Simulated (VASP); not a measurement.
# Sc (P6/mmm) in VASP: a series of runs

The runs below take Sc through relaxation of shape and atoms at fixed volume, single point, with PBE.

Everything below comes from runs of VASP 6.6.1. Logs are shortened: lines on timing, memory, paths and dates and some standing lists are left out, and cuts for length are marked.

## (1) The cell of the first run

The structure is hexagonal, space group P6/mmm (No. 191). The conventional cell has a = 2.956 Å, b = 2.956 Å, c = 2.813 Å, α = 90.00°, β = 90.00°, γ = 120.00°. Within 3.7 Å of Sc (site symmetry 6/mmm) lie 8 Sc at 2.81 to 2.96 Å.

## (2) Relaxation of shape and atoms at fixed volume, PBE

Input file INCAR:

```
ALGO = Normal
EDIFF = 1E-6
EDIFFG = -0.005
ENCUT = 600
GGA = PE
IBRION = 2
ISIF = 4
ISMEAR = -1
LASPH = True
LCHARG = False
LREAL = False
LWAVE = False
NELM = 80
NSW = 50
PREC = Accurate
SIGMA = 0.1
```

Input file KPOINTS:

```
k-points
0
Gamma
  15 15 14
```

Input file POSCAR:

```
Sc
1.0
    2.9564021611      0.0000000000      0.0000000000
   -1.4782010805      2.5603193753      0.0000000000
    0.0000000000      0.0000000000      2.8131087128
Sc
1
Direct
    0.0000000000      0.0000000000      0.0000000000
```

Potentials or basis: VASP PAW PBE potentials, release 64 (Sc_sv).

The run is started by

```console
$ cat potpaw_PBE.64/Sc_sv/POTCAR > POTCAR
$ mpirun -np 1 vasp_std > vasp.out
```

OUTCAR:

```text
EDIFF = 1E-6
   EDIFFG = -0.005
   ENCUT = 600
   GGA = PE
   IBRION = 2
   ISIF = 4
   ISMEAR = -1
   LASPH = True
   LREAL = False
   NELM = 80
   NSW = 50
   PREC = Accurate

 ion  position               nearest neighbor table
   1  0.000  0.000  0.000-

  LATTYP: Found a hexagonal cell.
 ALAT       =     2.9564021611
 C/A-ratio  =     0.9515311380

  Lattice vectors:

 A1 = (   2.9564021611,   0.0000000000,   0.0000000000)
 A2 = (  -1.4782010805,   2.5603193753,   0.0000000000)
 A3 = (   0.0000000000,   0.0000000000,   2.8131087128)

Analysis of symmetry for initial positions (statically):
=====================================================================
 Subroutine PRICEL returns:
 Original cell was already a primitive cell.

 Routine SETGRP: Setting up the symmetry group for a
 hexagonal supercell.

 Subroutine GETGRP returns: Found 24 space group operations
 (whereof 24 operations were pure point group operations)
 out of a pool of 24 trial point group operations.

The static configuration has the point symmetry D_6h.

Analysis of symmetry for dynamics (positions and initial velocities):
=====================================================================
 Subroutine PRICEL returns:
 Original cell was already a primitive cell.

 Routine SETGRP: Setting up the symmetry group for a
 hexagonal supercell.

 Subroutine GETGRP returns: Found 24 space group operations
 (whereof 24 operations were pure point group operations)
 out of a pool of 24 trial point group operations.

The dynamic configuration has the point symmetry D_6h.

 Subroutine INISYM returns: Found 24 space group operations
 (whereof 24 operations are pure point group operations),
 and found     1 'primitive' translations

----------------------------------------------------------------------------------------

                                     Primitive cell

  volume of cell :      21.2934

  direct lattice vectors                    reciprocal lattice vectors
     2.956402161  0.000000000  0.000000000     0.338248975  0.195288137  0.000000000
    -1.478201081  2.560319375  0.000000000     0.000000000  0.390576273  0.000000000
     0.000000000  0.000000000  2.813108713     0.000000000  0.000000000  0.355478619

  length of vectors
     2.956402161  2.956402161  2.813108713     0.390576273  0.390576273  0.355478619

[... 87 lines left out ...]
   TEBEG  =    0.0;   TEEND  =   0.0 temperature during run
   PSTRESS=    0.0 pullay stress
   NELECT =      11.0000    total number of electrons
   NUPDOWN=      -1.0000    fix difference up-down
   EMIN   =  10.00;   EMAX   =-10.00  energy-range for DOS
   EFERMI =   0.00;   METHOD = LEGACY
   ISMEAR =    -1;   SIGMA  =   0.10  broadening in eV -4-tet -1-fermi 0-gaus
   EFERMI_NEDOS =   21; number of points for ismear=-14 and -15
   IALGO  =     38    algorithm
   IMIX   =      4    mixing-type and parameters
     AMIX     =   0.40;   BMIX     =  1.00
     AMIX_MAG =   1.60;   BMIX_MAG =  1.00
  volume/ion in A,a.u.               =      21.29       143.69
  Fermi-wavevector in a.u.,A,eV,Ry     =   1.313583  2.482313 23.476873  1.725501
  Thomas-Fermi vector in A             =   2.443896
   LORBIT       =      0    0 simple, 1 ext, 2 COOP (PROOUT), +10 PAW based schemes
   GGA     = PE    functional components
   LHFCALC =     F    Hartree Fock is set to
   AEXX    =    0.0000 exact exchange contribution
   IVDW    =     0    specifies the selected vdW correction
   LEPSILON=     F    determine dielectric tensor
   LRPA    =     F    only Hartree local field effects (RPA)
 conjugate gradient relaxation of ions
 non-spin polarized calculation
  energy-cutoff  :      600.00
  volume of cell :       21.29
 maximum number of plane-waves:       725
 NGX is ok and might be reduce to    24
   NGX = 11   NGY = 11   NGZ = 11

--------------------------------------- Ionic step        1  -------------------------------------------

 number of electron      11.0000002 magnetization

 Free energy of the ion-electron system (eV)
  ---------------------------------------------------
  ext. energy  EPLUGINS =         0.00000000
  ---------------------------------------------------
  free energy    TOTEN  =        -5.74867910 eV

  energy without entropy =       -5.67560417  energy(sigma->0) =       -5.71214163

------------------------ aborting loop because EDIFF is reached ----------------------------------------

  FORCE on cell =-STRESS in cart. coord.  units (eV):
  Direction    XX          YY          ZZ          XY          YZ          ZX
  --------------------------------------------------------------------------------------
  -------------------------------------------------------------------------------------
  Total        1.4636253      1.4636253      1.1025574      0.0000000      0.0000000      0.0000000
  in kB      110.1276398    110.1276398     82.9597826      0.0000000      0.0000000      0.0000000
  external PRESSURE =     101.0716874 kB  Pullay stress =       0.0000000 kB
[... 92 lines left out ...]
--------------------------------------- Ionic step        4  -------------------------------------------

 number of electron      11.0000001 magnetization

 Free energy of the ion-electron system (eV)
  ---------------------------------------------------
  ext. energy  EPLUGINS =         0.00000000
  ---------------------------------------------------
  free energy    TOTEN  =        -5.75213538 eV

  energy without entropy =       -5.68114488  energy(sigma->0) =       -5.71664013

 E-fermi :   4.5735     XC(G=0): -10.4509

 val. band max:        4.5690158767   @ k =   0.2667   0.1333   0.1429
 cond. band min:       4.5759233768   @ k =   0.4000   0.2000   0.0714
 fundamental gap:      0.0069075001
 Fermi energy:         4.5735422940

 k-point     1 :       0.0000    0.0000    0.0000
  band No.  band energies     occupation
      1     -44.6500      2.00000
      2     -22.8859      2.00000
      3     -22.8694      2.00000
      4     -22.8694      2.00000
      5      -0.6866      2.00000
      6       4.0485      1.98957
      7       6.3364      0.00000
      8       6.3364      0.00000
      9       9.3034      0.00000
[... 265 lines left out ...]
 k-point    24 :       0.4000    0.2000    0.0000
  band No.  band energies     occupation
      1     -44.5213      2.00000
      2     -23.5052      2.00000
      3     -23.1944      2.00000
      4     -22.8030      2.00000
      5       3.4665      1.99997
      6       4.6422      0.66953
      7       4.6839      0.49821
      8       7.7861      0.00000
      9       8.5460      0.00000

 [... further k-points ...]
[... 5 lines left out ...]
  --------------------------------------------------------------------------------------
  -------------------------------------------------------------------------------------
  Total        1.3100686      1.3100686      1.3095607      0.0000000      0.0000000     -0.0000000
  in kB       98.5735639     98.5735639     98.5353478      0.0000000      0.0000000     -0.0000000
  external PRESSURE =      98.5608252 kB  Pullay stress =       0.0000000 kB
[... 16 lines left out ...]
  FREE ENERGIE OF THE ION-ELECTRON SYSTEM (eV)
  ---------------------------------------------------
  free  energy   TOTEN  =        -5.7521353808 eV

  energy  without entropy=       -5.6811448842  energy(sigma->0) =       -5.71664013

 reached required accuracy - stopping structural energy minimisation
```

OSZICAR:

```text
N       E                     dE             d eps       ncg     rms          rms(c)
DAV:   1     0.777042895909E+02    0.77704E+02   -0.57759E+03  3888   0.136E+03
DAV:   2    -0.458301912671E+01   -0.82287E+02   -0.81601E+02  3939   0.341E+02
[... 26 lines left out ...]
   3 F= -.57521186E+01 E0= -.57165254E+01  d E =-.343948E-02
       N       E                     dE             d eps       ncg     rms          rms(c)
DAV:   1    -0.575253148843E+01   -0.41229E-03   -0.19985E-02  3965   0.325E+00    0.121E-01
DAV:   2    -0.575219612594E+01    0.33536E-03   -0.64719E-04  5737   0.350E-01    0.499E-02
DAV:   3    -0.575213508479E+01    0.61041E-04   -0.15191E-04  6055   0.143E-01    0.103E-02
DAV:   4    -0.575213538080E+01   -0.29601E-06   -0.19729E-06  4372   0.212E-02
   4 F= -.57521354E+01 E0= -.57166401E+01  d E =-.345628E-02
```

Run time: 56 s. Hardware: 1 thread of Intel Xeon Platinum 8259CL at 2.50GHz (Skylake/Cascade Lake), shared host; peak memory 0.18 GiB.

Results:

| Property | Result |
| --- | --- |
| Free energy | -5.7521 eV |
| Energy gained by relaxing | 3.5 meV/atom |
| Ionic steps | 4 |
| Pressure after relaxing | 9.9 GPa |

The path:
| step | energy change (eV) | largest force (eV/Å) | pressure (GPa) | volume (Å³) |
| --- | --- | --- | --- | --- |
| 1 | 0.0000 | 0.0000 | 10.11 | 21.29 |
| 2 | -0.0029 | 0.0000 | 9.96 | 21.29 |
| 3 | -0.0034 | 0.0000 | 9.86 | 21.29 |
| 4 | -0.0035 | 0.0000 | 9.86 | 21.29 |

Final structure:
```
Sc
1.0
     2.98519    0.00000    0.00000
    -1.49259    2.58525    0.00000
     0.00000    0.00000    2.75911
Sc
1
Direct
  0.00000 0.00000 0.00000
```

## (3) Single point, PBE

This run uses another cell than the first one, of 11.41 Å³/atom, 0.536 times its volume.

Input file INCAR:

```
PREC = Accurate
ENCUT = 520
EDIFF = 1E-7
ISMEAR = -1
SIGMA = 0.1
LREAL = F
LASPH = T
NELM = 80
ALGO = Normal
ISIF = 2
LWAVE = F
LCHARG = F
GGA = PE
NBANDS = 12
```

Input file KPOINTS:

```
Automatic mesh
0
Gamma
  15 15 14
```

Input file POSCAR:

```
Sc
1.0
    2.4137338610      0.0000000000      0.0000000000
   -1.2068669305      2.0903548416      0.0000000000
    0.0000000000      0.0000000000      2.2608304807
Sc
1
Direct
    0.0000000000      0.0000000000      0.0000000000
```

Potentials or basis: VASP PAW PBE potentials, release 64 (Sc_sv).

The run is started by

```console
$ cat potpaw_PBE.64/Sc_sv/POTCAR > POTCAR
$ mpirun -np 1 vasp_std > vasp.out
```

Run time: 17 s. Hardware: 1 thread of Intel Xeon Platinum 8259CL at 2.50GHz (Skylake/Cascade Lake), shared host; peak memory 0.14 GiB.

The run converged. Its results:

```
Free energy : -2.9282 eV
Pressure    : 119.3 GPa
```

Stress tensor (GPa, compression positive):
```
118.81   0.00   0.00
  0.00 118.81   0.00
  0.00   0.00 120.26
```

Levels at points of the mesh, in eV from the Fermi level:
```csv
k point,band 2,band 3,band 4,band 5,band 6,band 7,band 8,band 9,band 10,band 11
"(0.00, 0.00, 0.00)",-25.24,-25.24,-25.21,-4.55,-1.82,2.27,2.27,8.61,8.61,17.98
"(0.00, 0.00, 0.50)",-29.58,-24.81,-24.81,-0.10,2.50,3.49,3.49,4.58,4.58,15.88
```
